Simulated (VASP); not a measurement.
# BP (pbesol) (F-43m) in VASP: a series of runs

BP (pbesol) is run at these levels: PBEsol; tasks: single point.

All numbers are computed with VASP 6.6.1; they aren't measurements. Logs are shortened: lines on timing, memory, paths and dates and some standing lists are left out, and cuts for length are marked.

**1. The cell of the first run**

The structure is cubic, space group F-43m (No. 216). Conventional cell: a = 4.380 Å, b = 4.380 Å, c = 4.380 Å, α = 90.00°, β = 90.00°, γ = 90.00°. Within 2.5 Å of B (site symmetry -43m) lie 4 P at 1.90 Å. Within 2.5 Å of P (site symmetry -43m) lie 4 B at 1.90 Å.

**2. Single point, PBEsol (volume scaled by 0.91)**

Input file INCAR:

```
  ALGO = Normal
  EDIFF = 1E-6
  ENCUT = 500
  GGA = PS
  GGA_COMPAT = False
  ISIF = 2
  ISMEAR = 0
  LASPH = True
  LCHARG = True
  LELF = True
  LREAL = False
  LVHAR = True
  LWAVE = False
  NBANDS = 11
  NELM = 120
  PREC = Accurate
  SIGMA = 0.02
```

Input file KPOINTS:

```
k-points
0
Gamma
  10 10 10
```

Input file POSCAR:

```
BP
1.0
    0.0000000000      2.1901414087      2.1901414087
    2.1901414087      0.0000000000      2.1901414087
    2.1901414087      2.1901414087      0.0000000000
B P
1 1
Direct
    0.0000000000      0.0000000000      0.0000000000
    0.2500000000      0.2500000000      0.2500000000
```

Potentials or basis: VASP PAW PBE potentials, release 64 (B, P).

Command:

```bash
> cat potpaw_PBE.64/B/POTCAR potpaw_PBE.64/P/POTCAR > POTCAR
> mpirun -np 1 vasp_std > vasp.out
```

OUTCAR:

```text
EDIFF = 1E-6
   ENCUT = 500
   GGA = PS
   ISIF = 2
   ISMEAR = 0
   LASPH = True
   LREAL = False
   NELM = 120
   PREC = Accurate

 ion  position               nearest neighbor table
   1  0.000  0.000  0.000-   2 1.90   2 1.90   2 1.90   2 1.90
   2  0.250  0.250  0.250-   1 1.90   1 1.90   1 1.90   1 1.90

  LATTYP: Found a face centered cubic cell.
 ALAT       =     4.3802828174

  Lattice vectors:

 A1 = (   0.0000000000,   2.1901414087,   2.1901414087)
 A2 = (   2.1901414087,   0.0000000000,   2.1901414087)
 A3 = (   2.1901414087,   2.1901414087,   0.0000000000)

Analysis of symmetry for initial positions (statically):
=====================================================================
 Subroutine PRICEL returns:
 Original cell was already a primitive cell.

 Routine SETGRP: Setting up the symmetry group for a
 face centered cubic supercell.

 Subroutine GETGRP returns: Found 24 space group operations
 (whereof 24 operations were pure point group operations)
 out of a pool of 48 trial point group operations.

The static configuration has the point symmetry T_d .

Analysis of symmetry for dynamics (positions and initial velocities):
=====================================================================
 Subroutine PRICEL returns:
 Original cell was already a primitive cell.

 Routine SETGRP: Setting up the symmetry group for a
 face centered cubic supercell.

 Subroutine GETGRP returns: Found 24 space group operations
 (whereof 24 operations were pure point group operations)
 out of a pool of 48 trial point group operations.

The dynamic configuration has the point symmetry T_d .

 Subroutine INISYM returns: Found 24 space group operations
 (whereof 24 operations are pure point group operations),
 and found     1 'primitive' translations

----------------------------------------------------------------------------------------

                                     Primitive cell

  volume of cell :      21.0110

  direct lattice vectors                    reciprocal lattice vectors
     0.000000000  2.190141409  2.190141409    -0.228295761  0.228295761  0.228295761
     2.190141409  0.000000000  2.190141409     0.228295761 -0.228295761  0.228295761
     2.190141409  2.190141409  0.000000000     0.228295761  0.228295761 -0.228295761

  length of vectors
     3.097327684  3.097327684  3.097327684     0.395419858  0.395419858  0.395419858

  position of ions in fractional coordinates (direct lattice)
     0.000000000  0.000000000  0.000000000
     0.250000000  0.250000000  0.250000000

  ion indices of the primitive-cell ions
   primitive index   ion index
                 1           1
                 2           2

----------------------------------------------------------------------------------------

 KPOINTS: k-points

Automatic generation of k-mesh.
 Grid dimensions read from file:
 generate k-points for:   10   10   10

 Generating k-lattice:

  Cartesian coordinates                     Fractional coordinates (reciprocal lattice)
    -0.022829576  0.022829576  0.022829576     0.100000000  0.000000000  0.000000000
     0.022829576 -0.022829576  0.022829576     0.000000000  0.100000000  0.000000000
     0.022829576  0.022829576 -0.022829576     0.000000000  0.000000000  0.100000000

  Length of vectors
     0.039541986  0.039541986  0.039541986

  Shift w.r.t. Gamma in fractional coordinates (k-lattice)
     0.000000000  0.000000000  0.000000000

 Subroutine IBZKPT returns following result:
 ===========================================

 Found     47 irreducible k-points:

 Following reciprocal coordinates:
            Coordinates               Weight
  0.000000  0.000000  0.000000      1.000000
  0.100000  0.000000  0.000000      8.000000
  0.200000  0.000000  0.000000      8.000000
  0.300000  0.000000  0.000000      8.000000
  0.400000  0.000000  0.000000      8.000000
  0.500000  0.000000  0.000000      4.000000
[... 16 lines left out ...]
  0.300000  0.300000  0.000000      6.000000
  0.400000  0.300000  0.000000     24.000000
 [... further k-points ...]
   k-points           NKPTS =     47   k-points in BZ     NKDIM =     47   number of bands    NBANDS=     11
   number of dos      NEDOS =    301   number of ions     NIONS =      2
   total plane-waves  NPLWV =  13824
   dimension x,y,z NGX =    24 NGY =   24 NGZ =   24
   dimension x,y,z NGXF=    48 NGYF=   48 NGZF=   48
   ions per type =               1   1
   NGX,Y,Z   is equivalent  to a cutoff of  12.88, 12.88, 12.88 a.u.
   NGXF,Y,Z  is equivalent  to a cutoff of  25.76, 25.76, 25.76 a.u.
 SYSTEM =  unknown system
   PREC   = accura    normal or accurate (medium, high low for compatibility)
   ISTART =      0    job   : 0-new  1-cont  2-samecut
   ICHARG =      2    charge: 1-file 2-atom 10-const
   ISPIN  =      1    spin polarized calculation?
   LNONCOLLINEAR =      F non collinear calculations
   LSORBIT =      F    spin-orbit coupling
   LASPH  =      T    aspherical Exc in radial PAW
   ENCUT  =  500.0 eV  36.75 Ry    6.06 a.u.   5.65  5.65  5.65*2*pi/ulx,y,z
   NELM   =    120;   NELMIN=  2; NELMDL= -5     # of ELM steps
   EDIFF  = 0.1E-05   stopping-criterion for ELM
   LREAL  =      F    real-space projection
   EDIFFG = 0.1E-04   stopping-criterion for IOM
   NSW    =      0    number of steps for IOM
   IBRION =     -1    ionic relax: 0-MD 1-quasi-New 2-CG
   NFREE  =      0    steps in history (QN), initial steepest desc. (CG)
   ISIF   =      2    stress and relaxation
   ISYM   =      2    0-nonsym 1-usesym 2-fastsym
   POTIM  = 0.5000    time-step for ionic-motion
   TEBEG  =    0.0;   TEEND  =   0.0 temperature during run
   PSTRESS=    0.0 pullay stress
   NELECT =       8.0000    total number of electrons
   NUPDOWN=      -1.0000    fix difference up-down
   EMIN   =  10.00;   EMAX   =-10.00  energy-range for DOS
   EFERMI =   0.00;   METHOD = LEGACY
   ISMEAR =     0;   SIGMA  =   0.02  broadening in eV -4-tet -1-fermi 0-gaus
   EFERMI_NEDOS =   21; number of points for ismear=-14 and -15
   IALGO  =     38    algorithm
   IMIX   =      4    mixing-type and parameters
     AMIX     =   0.40;   BMIX     =  1.00
     AMIX_MAG =   1.60;   BMIX_MAG =  1.00
  volume/ion in A,a.u.               =      10.51        70.89
  Fermi-wavevector in a.u.,A,eV,Ry     =   1.186559  2.242271 19.155945  1.407922
  Thomas-Fermi vector in A             =   2.322729
   LORBIT       =      0    0 simple, 1 ext, 2 COOP (PROOUT), +10 PAW based schemes
   GGA     = PS    functional components
   LHFCALC =     F    Hartree Fock is set to
   AEXX    =    0.0000 exact exchange contribution
   IVDW    =     0    specifies the selected vdW correction
   LEPSILON=     F    determine dielectric tensor
   LRPA    =     F    only Hartree local field effects (RPA)
 non-spin polarized calculation
 Gauss-broadening in eV      SIGMA  =   0.02
  energy-cutoff  :      500.00
  volume of cell :       21.01
 maximum number of plane-waves:       548
   NGX = 11   NGY = 11   NGZ = 11

 number of electron       7.9999999 magnetization

 Free energy of the ion-electron system (eV)
  ---------------------------------------------------
  ext. energy  EPLUGINS =         0.00000000
  ---------------------------------------------------
  free energy    TOTEN  =       -13.55622443 eV

  energy without entropy =      -13.55622443  energy(sigma->0) =      -13.55622443

 E-fermi :   8.8011     XC(G=0): -11.4978

 val. band max:        8.7047536775   @ k =   0.0000   0.0000   0.0000
 cond. band min:       9.6946796645   @ k =   0.4000   0.4000   0.0000
 fundamental gap:      0.9899259869
 Fermi energy:         8.8010651826

 k-point     1 :       0.0000    0.0000    0.0000
  band No.  band energies     occupation
      1      -7.7703      2.00000
      2       8.7048      2.00000
      3       8.7048      2.00000
      4       8.7048      2.00000
      5      12.2439      0.00000
      6      12.2439      0.00000
      7      12.2439      0.00000
      8      17.7003      0.00000
      9      20.7309      0.00000
     10      21.1539      0.00000
     11      21.1539      0.00000

 k-point     2 :       0.1000    0.0000    0.0000
  band No.  band energies     occupation
      1      -7.5735      2.00000
      2       7.3110      2.00000
      3       8.3799      2.00000
      4       8.3799      2.00000
      5      12.6939      0.00000
      6      12.6939      0.00000
      7      12.7805      0.00000
      8      18.0922      0.00000
      9      20.3622      0.00000
     10      20.3622      0.00000
     11      21.3730      0.00000

 k-point     3 :       0.2000    0.0000    0.0000
  band No.  band energies     occupation
      1      -6.9890      2.00000
      2       4.7943      2.00000
      3       7.7741      2.00000
      4       7.7741      2.00000
      5      13.1528      0.00000
      6      13.4512      0.00000
      7      13.4512      0.00000
      8      18.8682      0.00000
      9      19.6998      0.00000
     10      19.6998      0.00000
     11      22.3184      0.00000

 k-point     4 :       0.3000    0.0000    0.0000
  band No.  band energies     occupation
      1      -6.0422      2.00000
      2       2.2370      2.00000
      3       7.2520      2.00000
      4       7.2520      2.00000
      5      13.1763      0.00000
      6      13.7064      0.00000
      7      13.7064      0.00000
      8      19.2326      0.00000
      9      20.4060      0.00000
     10      20.4060      0.00000
     11      22.8198      0.00000
[... 239 lines left out ...]
 k-point    22 :      -0.2000    0.2000    0.0000
  band No.  band energies     occupation
      1      -5.7226      2.00000
      2       3.1785      2.00000
      3       4.0713      2.00000
      4       7.3716      2.00000
      5      13.3647      0.00000
      6      14.2759      0.00000
      7      15.5207      0.00000
      8      17.7160      0.00000
      9      18.2272      0.00000
     10      23.0433      0.00000
     11      25.8918      0.00000

 k-point    23 :       0.3000    0.3000    0.0000
  band No.  band energies     occupation
      1      -5.4523      2.00000
      2       3.7734      2.00000
      3       5.1453      2.00000
      4       5.1453      2.00000
      5      10.0604      0.00000
      6      12.4123      0.00000
      7      18.2377      0.00000
      8      18.2377      0.00000
      9      23.1590      0.00000
     10      23.5979      0.00000
     11      26.5258      0.00000

 k-point    24 :       0.4000    0.3000    0.0000
  band No.  band energies     occupation
      1      -4.5358      2.00000
      2       2.3109      2.00000
      3       4.2150      2.00000
      4       4.8264      2.00000
      5      10.3368      0.00000
      6      12.1664      0.00000
      7      18.8517      0.00000
      8      18.9655      0.00000
      9      23.9156      0.00000
     10      24.6092      0.00000
     11      27.2574      0.00000

 [... further k-points ...]
[... 5 lines left out ...]
  --------------------------------------------------------------------------------------
  -------------------------------------------------------------------------------------
  Total        2.5146175      2.5146175      2.5146175      0.0000000      0.0000000      0.0000000
  in kB      191.7503027    191.7503027    191.7503027      0.0000000      0.0000000      0.0000000
  external PRESSURE =     191.7503027 kB  Pullay stress =       0.0000000 kB

 VOLUME and BASIS-vectors are now :
 -----------------------------------------------------------------------------
  energy-cutoff  :      500.00
  volume of cell :       21.01
      direct lattice vectors                 reciprocal lattice vectors
     0.000000000  2.190141409  2.190141409    -0.228295761  0.228295761  0.228295761
     2.190141409  0.000000000  2.190141409     0.228295761 -0.228295761  0.228295761
     2.190141409  2.190141409  0.000000000     0.228295761  0.228295761 -0.228295761

 POSITION                                       TOTAL-FORCE (eV/Angst)
 -----------------------------------------------------------------------------------
      0.00000      0.00000      0.00000         0.000000     -0.000000      0.000000
      1.09507      1.09507      1.09507        -0.000000      0.000000     -0.000000
 -----------------------------------------------------------------------------------
    total drift:                                0.000000      0.000000      0.000000

  FREE ENERGIE OF THE ION-ELECTRON SYSTEM (eV)
  ---------------------------------------------------
  free  energy   TOTEN  =       -13.5562244346 eV

  energy  without entropy=      -13.5562244346  energy(sigma->0) =      -13.55622443
```

Wall time 6.6 s (1 thread of Intel Xeon 6975P-C, shared host); peak memory 0.13 GiB.

What came out:

```
Free energy            : -13.5562 eV
Pressure               : 19.2 GPa
Band gap on the k mesh : 0.99 eV, indirect (least direct gap 3.54 eV)
```

Caveat: the PAW data sets were made with another functional, which shifts forces and pressure a little.

**3. Single point, PBEsol (volume scaled by 0.97)**

Input file INCAR:

```
  PREC = Accurate
  ENCUT = 500
  EDIFF = 1E-6
  ISMEAR = 0
  SIGMA = 0.02
  LREAL = False
  LASPH = True
  NELM = 120
  ALGO = Normal
  ISIF = 2
  LWAVE = False
  LCHARG = False
  GGA = PS
  NBANDS = 11
  GGA_COMPAT = False
```

Input file KPOINTS:

```
Automatic mesh
0
Gamma
  10 10 10
```

Input file POSCAR:

```
BP
1.0
    0.0000000000      2.2372555995      2.2372555995
    2.2372555995      0.0000000000      2.2372555995
    2.2372555995      2.2372555995      0.0000000000
B P
1 1
Direct
    0.0000000000      0.0000000000      0.0000000000
    0.2500000000      0.2500000000      0.2500000000
```

Potentials or basis: VASP PAW PBE potentials, release 64 (B, P).

Command:

```bash
> cat potpaw_PBE.64/B/POTCAR potpaw_PBE.64/P/POTCAR > POTCAR
> mpirun -np 1 vasp_std > vasp.out
```

OUTCAR:

```text
PREC = Accurate
   ENCUT = 500
   EDIFF = 1E-6
   ISMEAR = 0
   LREAL = False
   LASPH = True
   NELM = 120
   ISIF = 2
   GGA = PS

 ion  position               nearest neighbor table
   1  0.000  0.000  0.000-   2 1.94   2 1.94   2 1.94   2 1.94
   2  0.250  0.250  0.250-   1 1.94   1 1.94   1 1.94   1 1.94

  LATTYP: Found a face centered cubic cell.
 ALAT       =     4.4745111990

  Lattice vectors:

 A1 = (   0.0000000000,   2.2372555995,   2.2372555995)
 A2 = (   2.2372555995,   0.0000000000,   2.2372555995)
 A3 = (   2.2372555995,   2.2372555995,   0.0000000000)

Analysis of symmetry for initial positions (statically):
=====================================================================
 Subroutine PRICEL returns:
 Original cell was already a primitive cell.

 Routine SETGRP: Setting up the symmetry group for a
 face centered cubic supercell.

 Subroutine GETGRP returns: Found 24 space group operations
 (whereof 24 operations were pure point group operations)
 out of a pool of 48 trial point group operations.

The static configuration has the point symmetry T_d .

Analysis of symmetry for dynamics (positions and initial velocities):
[... 163 lines left out ...]
 fundamental gap:      1.0753457563
 Fermi energy:         8.0295496024

 k-point     1 :       0.0000    0.0000    0.0000
  band No.  band energies     occupation
      1      -7.9679      2.00000
      2       7.9126      2.00000
      3       7.9126      2.00000
      4       7.9126      2.00000
      5      11.3352      0.00000
      6      11.3352      0.00000
      7      11.3352      0.00000
      8      15.9029      0.00000
      9      19.4523      0.00000
     10      20.1604      0.00000
     11      20.1604      0.00000
[... 309 lines left out ...]
 k-point    24 :       0.4000    0.3000    0.0000
  band No.  band energies     occupation
      1      -4.9052      2.00000
      2       1.6562      2.00000
      3       3.6645      2.00000
      4       4.2358      2.00000
      5       9.5927      0.00000
      6      11.3965      0.00000
      7      17.6390      0.00000
      8      17.6768      0.00000
      9      22.3443      0.00000
     10      23.4219      0.00000
     11      25.4556      0.00000

 [... further k-points ...]
[... 5 lines left out ...]
  --------------------------------------------------------------------------------------
  -------------------------------------------------------------------------------------
  Total        0.7793107      0.7793107      0.7793107     -0.0000000     -0.0000000     -0.0000000
  in kB       55.7499432     55.7499432     55.7499432     -0.0000000     -0.0000000     -0.0000000
  external PRESSURE =      55.7499432 kB  Pullay stress =       0.0000000 kB

 VOLUME and BASIS-vectors are now :
 -----------------------------------------------------------------------------
  energy-cutoff  :      500.00
  volume of cell :       22.40
      direct lattice vectors                 reciprocal lattice vectors
     0.000000000  2.237255600  2.237255600    -0.223488099  0.223488099  0.223488099
     2.237255600  0.000000000  2.237255600     0.223488099 -0.223488099  0.223488099
     2.237255600  2.237255600  0.000000000     0.223488099  0.223488099 -0.223488099

 POSITION                                       TOTAL-FORCE (eV/Angst)
 -----------------------------------------------------------------------------------
      0.00000      0.00000      0.00000         0.000000      0.000000      0.000000
      1.11863      1.11863      1.11863        -0.000000     -0.000000     -0.000000
 -----------------------------------------------------------------------------------
    total drift:                                0.000000      0.000000      0.000000

  FREE ENERGIE OF THE ION-ELECTRON SYSTEM (eV)
  ---------------------------------------------------
  free  energy   TOTEN  =       -13.6609944584 eV

  energy  without entropy=      -13.6609944584  energy(sigma->0) =      -13.66099446
```

stdout:

```text
POSCAR found type information on POSCAR B P
 POSCAR found :  2 types and       2 ions
 scaLAPACK will be used
 -----------------------------------------------------------------------------
|                                                                             |
|                                                                             |
|     You enforced a specific xc type in the INCAR file but a different       |
|     I HOPE YOU KNOW WHAT YOU ARE DOING!                                     |
|                                                                             |
 -----------------------------------------------------------------------------

 LDA part: xc-table for (Slater+PW92), standard interpolation
 POSCAR, INCAR and KPOINTS ok, starting setup
 FFT: planning ... GRIDC
 FFT: planning ... GRID_SOFT
 FFT: planning ... GRID
 WAVECAR not read
 entering main loop
```

Wall time 6.9 s (1 thread of Intel Xeon 6975P-C, shared host); peak memory 0.13 GiB.

What came out:

```yaml
Free_energy: -13.6610 eV
Pressure: 5.6 GPa
Band_gap_on_the_k_mesh: 1.08 eV, indirect (least direct gap 3.42 eV)
```

Caveat: the PAW data sets were made with another functional, which shifts forces and pressure a little. A k mesh can miss the band edges.

[end of part 1 of 2]
